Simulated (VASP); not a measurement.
# Nb (P6_3/mmc) in VASP: notebook, part 2 of 3

VASP 6.6.1.

**3. Single point, LDA (19.78 Å³/atom)**

This run uses another cell than the first one, of 19.78 Å³/atom.

The input, INCAR:

```
SYSTEM = Nb
  PREC = Accurate
  ENCUT = 520
  EDIFF = 1E-6
  ISMEAR = -1
  SIGMA = 0.1
  LREAL = .False.
  LASPH = .True.
  NELM = 60
  ALGO = Normal
  ISIF = 2
  LWAVE = .False.
  LCHARG = .True.
  LELF = .True.
  LVHAR = .True.
  NBANDS = 20
```

The input, KPOINTS:

```
Automatic mesh
0
Gamma
  14 14 7
  0 0 0
```

The input, POSCAR:

```
Nb
1.0
    2.9197532950      0.0000000000      0.0000000000
   -1.4598766475      2.5285805262      0.0000000000
    0.0000000000      0.0000000000      5.3591952168
Nb
2
Direct
    0.3333333333      0.6666666667      0.2500000000
    0.6666666667      0.3333333333      0.7500000000
```

Potentials or basis: VASP PAW LDA potentials, release 64 (Nb_sv).

The run is started by

```sh
> cat potpaw_LDA.64/Nb_sv/POTCAR > POTCAR
> mpirun -np 1 vasp_std > vasp.out
```

OUTCAR:

```text
SYSTEM = Nb
   PREC = Accurate
   ENCUT = 520
   EDIFF = 1E-6
   ISMEAR = -1
   LREAL = .False.
   LASPH = .True.
   NELM = 60
   ISIF = 2

 ion  position               nearest neighbor table
   1  0.333  0.667  0.250-
   2  0.667  0.333  0.750-

  LATTYP: Found a hexagonal cell.
 ALAT       =     2.9197532950
 C/A-ratio  =     1.8354959051

  Lattice vectors:

 A1 = (   2.9197532950,   0.0000000000,   0.0000000000)
 A2 = (  -1.4598766475,   2.5285805262,   0.0000000000)
 A3 = (   0.0000000000,   0.0000000000,   5.3591952168)

Analysis of symmetry for initial positions (statically):
=====================================================================
 Subroutine PRICEL returns:
 Original cell was already a primitive cell.

 Routine SETGRP: Setting up the symmetry group for a
 hexagonal supercell.

 Subroutine GETGRP returns: Found 24 space group operations
 (whereof 12 operations were pure point group operations)
 out of a pool of 24 trial point group operations.

The static configuration has the point symmetry D_3d.
 The point group associated with its full space group is D_6h.

Analysis of symmetry for dynamics (positions and initial velocities):
=====================================================================
 Subroutine PRICEL returns:
 Original cell was already a primitive cell.

 Routine SETGRP: Setting up the symmetry group for a
 hexagonal supercell.

 Subroutine GETGRP returns: Found 24 space group operations
 (whereof 12 operations were pure point group operations)
 out of a pool of 24 trial point group operations.

The dynamic configuration has the point symmetry D_3d.
 The point group associated with its full space group is D_6h.

 Subroutine INISYM returns: Found 24 space group operations
 (whereof 12 operations are pure point group operations),
 and found     1 'primitive' translations

----------------------------------------------------------------------------------------
[... 109 lines left out ...]
   EFERMI_NEDOS =   21; number of points for ismear=-14 and -15
   IALGO  =     38    algorithm
   IMIX   =      4    mixing-type and parameters
     AMIX     =   0.40;   BMIX     =  1.00
     AMIX_MAG =   1.60;   BMIX_MAG =  1.00
  volume/ion in A,a.u.               =      19.78       133.50
  Fermi-wavevector in a.u.,A,eV,Ry     =   1.423285  2.689618 27.561856  2.025739
  Thomas-Fermi vector in A             =   2.543899
   LORBIT       =      0    0 simple, 1 ext, 2 COOP (PROOUT), +10 PAW based schemes
   GGA     = CA    functional components
   LHFCALC =     F    Hartree Fock is set to
   AEXX    =    0.0000 exact exchange contribution
   IVDW    =     0    specifies the selected vdW correction
   LEPSILON=     F    determine dielectric tensor
   LRPA    =     F    only Hartree local field effects (RPA)
 non-spin polarized calculation
  energy-cutoff  :      520.00
  volume of cell :       39.57
 maximum number of plane-waves:      1099
 NGX is ok and might be reduce to    24
   NGX = 11   NGY = 11   NGZ = 19

 number of electron      26.0000001 magnetization

 Free energy of the ion-electron system (eV)
  ---------------------------------------------------
  ext. energy  EPLUGINS =         0.00000000
  ---------------------------------------------------
  free energy    TOTEN  =       -21.67513908 eV

  energy without entropy =      -21.57551246  energy(sigma->0) =      -21.62532577

 E-fermi :  10.0517     XC(G=0): -12.2224

 val. band max:       10.0451036760   @ k =   0.2143   0.1429   0.0000
 cond. band min:      10.0536364152   @ k =   0.1429   0.0714   0.2857
 fundamental gap:      0.0085327392
 Fermi energy:        10.0517412569

 k-point     1 :       0.0000    0.0000    0.0000
  band No.  band energies     occupation
      1     -44.4481      2.00000
      2     -44.3518      2.00000
      3     -21.0051      2.00000
      4     -20.2466      2.00000
      5     -20.0302      2.00000
      6     -20.0302      2.00000
[... 541 lines left out ...]
     19      17.7377      0.00000
     20      18.0187      0.00000

 [... further k-points ...]

------------------------ aborting loop because EDIFF is reached ----------------------------------------

  FORCE on cell =-STRESS in cart. coord.  units (eV):
  Direction    XX          YY          ZZ          XY          YZ          ZX
  --------------------------------------------------------------------------------------
  -------------------------------------------------------------------------------------
  Total       -4.3181897     -4.3181897     -3.7786506      0.0000000     -0.0000000      0.0000000
  in kB     -174.8597204   -174.8597204   -153.0117557      0.0000000     -0.0000000      0.0000000
  external PRESSURE =    -167.5770655 kB  Pullay stress =       0.0000000 kB

 VOLUME and BASIS-vectors are now :
 -----------------------------------------------------------------------------
  energy-cutoff  :      520.00
  volume of cell :       39.57
      direct lattice vectors                 reciprocal lattice vectors
     2.919753295  0.000000000  0.000000000     0.342494690  0.197739402  0.000000000
    -1.459876648  2.528580526  0.000000000     0.000000000  0.395478803  0.000000000
     0.000000000  0.000000000  5.359195217     0.000000000  0.000000000  0.186595181

 POSITION                                       TOTAL-FORCE (eV/Angst)
 -----------------------------------------------------------------------------------
     -0.00000      1.68572      1.33980         0.000000     -0.000000      0.000000
      1.45988      0.84286      4.01940        -0.000000      0.000000      0.000000
 -----------------------------------------------------------------------------------
    total drift:                               -0.000000      0.000000     -0.000000

  FREE ENERGIE OF THE ION-ELECTRON SYSTEM (eV)
  ---------------------------------------------------
  free  energy   TOTEN  =       -21.6751390830 eV

  energy  without entropy=      -21.5755124563  energy(sigma->0) =      -21.62532577
```

OSZICAR:

```text
N       E                     dE             d eps       ncg     rms          rms(c)
DAV:   1     0.312689818022E+03    0.31269E+03   -0.14614E+04  3840   0.136E+03
DAV:   2     0.129170200696E+01   -0.31140E+03   -0.30472E+03  4688   0.580E+02
DAV:   3    -0.215818366551E+02   -0.22874E+02   -0.22218E+02  7368   0.119E+02
DAV:   4    -0.226542689208E+02   -0.10724E+01   -0.10631E+01  5452   0.215E+01
DAV:   5    -0.227181941897E+02   -0.63925E-01   -0.63870E-01  7024   0.515E+00    0.882E+00
DAV:   6    -0.217898328826E+02    0.92836E+00   -0.17434E+00  5344   0.125E+01    0.295E+00
DAV:   7    -0.216719341738E+02    0.11790E+00   -0.59962E-01  7008   0.667E+00    0.138E+00
DAV:   8    -0.216752264936E+02   -0.32923E-02   -0.32732E-02  5364   0.184E+00    0.169E-01
DAV:   9    -0.216751261086E+02    0.10039E-03   -0.37082E-03  6528   0.575E-01    0.474E-02
DAV:  10    -0.216751377023E+02   -0.11594E-04   -0.14155E-04  6204   0.126E-01    0.208E-02
DAV:  11    -0.216751395546E+02   -0.18523E-05   -0.12154E-05  4980   0.303E-02    0.315E-03
DAV:  12    -0.216751390830E+02    0.47154E-06   -0.23150E-06  3568   0.230E-02
   1 F= -.21675139E+02 E0= -.21625326E+02  d E =-.996266E-01
```

It took 89 s on 1 thread of Intel Xeon 8259CL, shared host; peak memory 0.18 GiB.

Results:

* Free energy: -21.6751 eV
* Pressure: -16.8 GPa
* Band gap on the k mesh: zero (bands 13 and 14 overlap by 1.99 eV)

Caveat: the cell stands under tension.

(Continued in part 3 of 3.)

The gap in the log of VASP goes by the Fermi energy; the results here count the filled bands.